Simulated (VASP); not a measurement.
Sr3Os, 4 atoms in the cell. It takes space group P4/mmm (No. 123, tetragonal). The conventional cell has a = 4.752 Å, b = 4.752 Å, c = 4.703 Å, α = 90.00°, β = 90.00°, γ = 90.00°. Sr (site symmetry mmm) has 8 Sr at 3.34 to 3.36 Å and 4 Os at 3.34 Å within 4.4 Å. Within 4.4 Å of Sr (site symmetry 4/mmm) lie 8 Sr at 3.34 Å and 4 Os at 3.36 Å. Within 4.4 Å of Os (site symmetry 4/mmm) lie 12 Sr at 3.34 to 3.36 Å. 

- Program: VASP 6.6.1
- Task: single point
- Functional: PBE
- Potentials or basis: VASP PAW PBE potentials, release 64 (Sr_sv, Os)
- Cutoff: 520 eV
- k mesh: 4 × 4 × 4
- Occupations: gaussian, width 0.1 eV
- Spin: no spin polarisation
- Dipole correction: no
- Further INCAR settings: ALGO = Normal; EDIFF = 1e-06; NBANDS = 27

Potentials or basis: VASP PAW PBE potentials, release 64 (Sr_sv, Os).

Launch:

```bash
$ cat potpaw_PBE.64/Sr_sv/POTCAR potpaw_PBE.64/Os/POTCAR > POTCAR
$ mpirun -np 1 vasp_std > vasp.out
```

Hardware: 1 thread of Intel Xeon 8259CL (shared host).

Task: Estimate the wall time of this run.

Result: Wall time 59 s on 1 thread of Intel Xeon 8259CL, with other jobs on the host, peak memory 0.23 GiB. Counts: scf iterations 14, k points 18.
